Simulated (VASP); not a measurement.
A run of VASP 6.6.1 is set up as follows.

File INCAR:

```
PREC = Accurate
ENCUT = 520
EDIFF = 1E-6
ISMEAR = -1
SIGMA = 0.15
LREAL = False
LASPH = True
NELM = 60
ALGO = Fast
ISIF = 2
LWAVE = False
LCHARG = True
GGA = CA
LELF = True
LVHAR = True
NBANDS = 20
```

File KPOINTS:

```
regular mesh
0
Gamma
  12 12 10
```

Contents of POSCAR:

```
TlSn
1.0
    3.2861625019      0.0000000000      0.0000000000
    0.0000000000      3.2861625019      0.0000000000
    0.0000000000      0.0000000000      5.0300497618
Tl Sn
1 1
Direct
    0.0000000000      0.0000000000      0.0000000000
    0.5000000000      0.5000000000      0.5000000000
```

Potentials or basis: VASP PAW LDA potentials, release 64 (Tl_d, Sn_d).

Run with:

```sh
$ cat potpaw_LDA.64/Tl_d/POTCAR potpaw_LDA.64/Sn_d/POTCAR > POTCAR
$ mpirun -np 1 vasp_std > vasp.out
```

(1) Predict the pressure.

(2) What does it give for the band gap on the k mesh?

Results:

(1) -0.9 GPa.

(2) zero (an odd number of electrons rules out a gap without spin polarisation).

Caveat: spin-orbit coupling is left out, which moves the levels of the heavy elements.
